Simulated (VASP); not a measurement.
Wanted: the native input for a VASP 6.6.1 run.

- Task: single point
- Functional: PBE
- Potentials or basis: VASP PAW PBE potentials, release 64 (W_sv, Se)
- Cutoff: 520 eV
- k mesh: 10 × 10 × 2
- Occupations: gaussian, width 0.05 eV
- Spin: collinear spin
- Starting moments: [0.05, 0.05, 0.0, 0.0, 0.0, 0.0] μB
- Dipole correction: no
- Further INCAR settings: ALGO = Normal; EDIFF = 1e-07; NBANDS = 39

The structure of WSe2 lies in POSCAR:

```
WSe2
1.0
    3.3214803959      0.0000000000      0.0000000000
   -1.6607401980      2.8764864011      0.0000000000
    0.0000000000      0.0000000000     16.7879959355
W Se
2 4
Direct
    0.3333333333      0.6666666667      0.2500000000
    0.6666666667      0.3333333333      0.7500000000
    0.3333333333      0.6666666667      0.6500652132
    0.6666666667      0.3333333333      0.1500652132
    0.3333333333      0.6666666667      0.8499347868
    0.6666666667      0.3333333333      0.3499347868
```

One way to write it, as run:

INCAR

```
  ALGO = Normal
  EDIFF = 1E-7
  ENCUT = 520
  GGA = PE
  ISIF = 2
  ISMEAR = 0
  ISPIN = 2
  LASPH = T
  LCHARG = F
  LMAXMIX = 4
  LORBIT = 11
  LREAL = F
  LWAVE = F
  MAGMOM = 0.05 0.05 0 0 0 0
  NBANDS = 39
  NELM = 150
  PREC = Accurate
  SIGMA = 0.05
```

KPOINTS

```
k-points
0
Gamma
  10 10 2
```

Potentials or basis: VASP PAW PBE potentials, release 64 (W_sv, Se).

Launch:

```bash
$ cat potpaw_PBE.64/W_sv/POTCAR potpaw_PBE.64/Se/POTCAR > POTCAR
$ mpirun -np 1 vasp_std > vasp.out
```

Results of the run:

- Pressure: 0.2 GPa
- Largest force: 0.049 eV/Å
- Band gap on the k mesh: 1.78 eV (least direct gap 1.83 eV)
- Net moment: 0.00 μB per cell
- Valence electrons inside the program's atomic spheres: W 11.93; Se 3.89

Caveat: spin-orbit coupling is left out, which moves the levels of the heavy elements; this functional lacks dispersion, which binds layers or chains, so the pressure and a relaxed spacing across them are unreliable.

Run time: 5.6 min on 1 thread of Intel(R) Xeon(R) Platinum 8488C (Sapphire Rapids) (shared host), peak memory 0.52 GiB.
